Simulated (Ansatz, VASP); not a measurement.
One calculation of Os, two programs

```xyz
2
Lattice="2.7559 0.0000 0.0000 -1.3780 2.3867 0.0000 0.0000 0.0000 4.3427" Properties=species:S:1:pos:R:3 pbc="T T T"
Os    0.0000    1.5911    1.0857
Os    1.3780    0.7956    3.2570
```

Alike in both runs: task single point; functional PBE; k mesh 13 × 13 × 7; no spin polarisation.

|  | VASP | Ansatz |
| --- | --- | --- |
| version | VASP 6.6.1 | Ansatz 0.2.0 |
| potentials or method | VASP PAW PBE potentials, release 64 (Os), cutoff 520 eV | plane waves (420 eV) with PAW, scalar-relativistic |
| occupations | methfessel-paxton of order 1, width 0.01 eV | cold, width 0.01 eV |
| valence electrons in the cell | 16 | 32 |

|  | VASP | Ansatz | Ansatz less VASP |
| --- | --- | --- | --- |
| pressure (GPa) | -0.4 | -0.2 | +0.13 |
| traceless stress, the component that is largest in VASP (GPa) | -0.34 | -0.22 | +0.116 |

VASP's potentials hold 16 valence electrons a cell and Ansatz's 32, so a difference there can come from the potentials and not from the codes.

Spin-orbit coupling is off throughout.
